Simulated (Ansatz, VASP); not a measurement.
Two plane-wave programs on InSe

The input INCAR:

```
SYSTEM = InSe
ALGO     = Normal         ! electronic algorithm
DIPOL    = 0.5 0.5 0.408
EDIFF    = 1E-6           ! SCF threshold, eV
ENCUT    = 520            ! plane-wave cutoff, eV
GGA      = PE             ! functional
IDIPOL   = 3            
ISIF     = 2              ! what is computed and relaxed
ISMEAR   = 0              ! smearing method
IVDW     = 12             ! dispersion correction
LASPH    = .True.         ! aspherical terms in the spheres
LCHARG   = .False.        ! write CHGCAR
LDIPOL   = .True.       
LREAL    = .False.        ! projectors in reciprocal space
LWAVE    = .False.        ! write WAVECAR
NBANDS   = 48             ! bands
NELM     = 80             ! most SCF steps
PREC     = Accurate       ! precision mode
SIGMA    = 0.05           ! smearing width, eV
```

KPOINTS

```
k-points
0
Gamma
  9 9 1
  0 0 0
```

File POSCAR:

```
InSe
1.0
    4.0266103653      0.0000000000      0.0000000000
   -2.0133051827      3.4871468675      0.0000000000
    0.0000000000      0.0000000000     28.2707107737
Se In
4 4
Direct
    0.0000000000      0.0000000000      0.1591753400
    0.0000000000      0.0000000000      0.3496677344
    0.2222222222      0.1111111111      0.4667500401
    0.2222222222      0.1111111111      0.6572424345
    0.6666666667      0.3333333333      0.2049979902
    0.6666666667      0.3333333333      0.3038451596
   -0.4444444444     -0.2222222222      0.5125726903
   -0.4444444444     -0.2222222222      0.6114198596
```

Input for Ansatz:

```yaml
crystal:
  lattice:
    - [4.0266103653, 0.0, 0.0]
    - [-2.0133051827, 3.4871468675, 0.0]
    - [0.0, 0.0, 28.2707107737]
  atoms:
    - { symbol: Se, position: [0.0, 0.0, 0.15917534] }
    - { symbol: In, position: [0.6666666667, 0.3333333333, 0.2049979902] }
    - { symbol: In, position: [0.6666666667, 0.3333333333, 0.3038451596] }
    - { symbol: Se, position: [0.0, 0.0, 0.3496677344] }
    - { symbol: Se, position: [0.2222222222, 0.1111111111, 0.4667500401] }
    - { symbol: In, position: [-0.4444444444, -0.2222222222, 0.5125726903] }
    - { symbol: In, position: [-0.4444444444, -0.2222222222, 0.6114198596] }
    - { symbol: Se, position: [0.2222222222, 0.1111111111, 0.6572424345] }
basis:
  ecutwfc: 420
kpoints:
  mp_grid: { grid: [9, 9, 1] }
hamiltonian:
  xc: pbe
  pseudopotentials: { kind: paw, azcp: { folder: soft_1 } }
  dispersion: d3bj
scf:
  occupations: { method: gaussian, width: 0.05 }
output:
  forces: true
  eigenvalues: true
efield:
  axis: 3
  dipole_correction: true
  ramp_width: 0.04
```

Alike in both runs: task single point; functional PBE; dispersion D3(BJ); k mesh 9 × 9 × 1; occupations gaussian, width 0.05 eV; no spin polarisation.

|  | VASP | Ansatz |
| --- | --- | --- |
| version | VASP 6.6.1 | Ansatz 0.2.0 |
| potentials or method | VASP PAW PBE potentials, release 64 (Se, In_d), cutoff 520 eV | scalar-relativistic, plane waves, PAW |
| valence electrons in the cell | 76 | 116 |

|  | VASP | Ansatz | Ansatz less VASP |
| --- | --- | --- | --- |
| gap on the k mesh at the Fermi level (eV) | 1.03 | 1.05 | +0.011 |
| least direct gap on the mesh (eV) | 1.10 | 1.11 | +0.009 |
| rms of the force components (eV/Å) | 0.041 | 0.043 | +0.0023 |

VASP's potentials hold 76 valence electrons a cell and Ansatz's 116, so a difference there can come from the potentials and not from the codes.
